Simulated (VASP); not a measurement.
Write the native input for VASP 6.6.1 that does the following.

- Task: single point
- Functional: PBE
- Potentials or basis: VASP PAW PBE potentials, release 64 (Zn, Cd, Se, S)
- Cutoff: 500 eV
- k mesh: 8 × 8 × 8
- Occupations: gaussian, width 0.01 eV
- Spin: no spin polarisation
- Dipole correction: no
- Further INCAR settings: ALGO = Normal; EDIFF = 1e-06; NBANDS = 36

The structure of ZnCd2SeS2 lies in POSCAR:

```
ZnCd2SeS2
1.0
   -2.0689232508      6.1780964343      2.9445637547
    2.0689232508     -6.1780964343      2.9445637547
    2.0689232508      6.1780964343     -2.9445637547
Zn Cd Se S
1 2 1 2
Direct
    0.9843163647      0.9843163647      0.0000000000
    0.3392515192      0.0075079758      0.3317435434
    0.6757644324      0.0075079758      0.6682564566
    0.2225499000      0.7225499000      0.5000000000
    0.6047996043      0.7640588919      0.8407407124
    0.9233181795      0.7640588919      0.1592592876
```

These files were run (other wordings do the same):

INCAR

```
PREC     = Accurate       # precision mode
ENCUT    = 500            # plane-wave cutoff, eV
EDIFF    = 1E-6           # SCF threshold, eV
ISMEAR   = 0              # smearing method
SIGMA    = 0.01           # smearing width, eV
LREAL    = F              # projectors in reciprocal space
LASPH    = T              # aspherical terms in the spheres
NELM     = 120            # most SCF steps
ALGO     = Normal         # electronic algorithm
ISIF     = 2              # what is computed and relaxed
LWAVE    = F              # write WAVECAR
LCHARG   = F              # write CHGCAR
GGA      = PE             # functional
NBANDS   = 36             # bands
GGA_COMPAT= F
```

KPOINTS

```
Automatic mesh
0
Gamma
  8 8 8
```

Potentials or basis: VASP PAW PBE potentials, release 64 (Zn, Cd, Se, S).

Launch:

```console
$ cat potpaw_PBE.64/Zn/POTCAR potpaw_PBE.64/Cd/POTCAR potpaw_PBE.64/Se/POTCAR potpaw_PBE.64/S/POTCAR > POTCAR
$ mpirun -np 1 vasp_std > vasp.out
```

It gave:

```
Pressure               : 0.2 GPa
Largest force          : 0.017 eV/Å
Band gap on the k mesh : 1.03 eV
```

Run time: 6.7 min on 1 thread of Intel(R) Xeon(R) 6975P-C (Granite Rapids), on a shared host, peak memory 0.72 GiB.
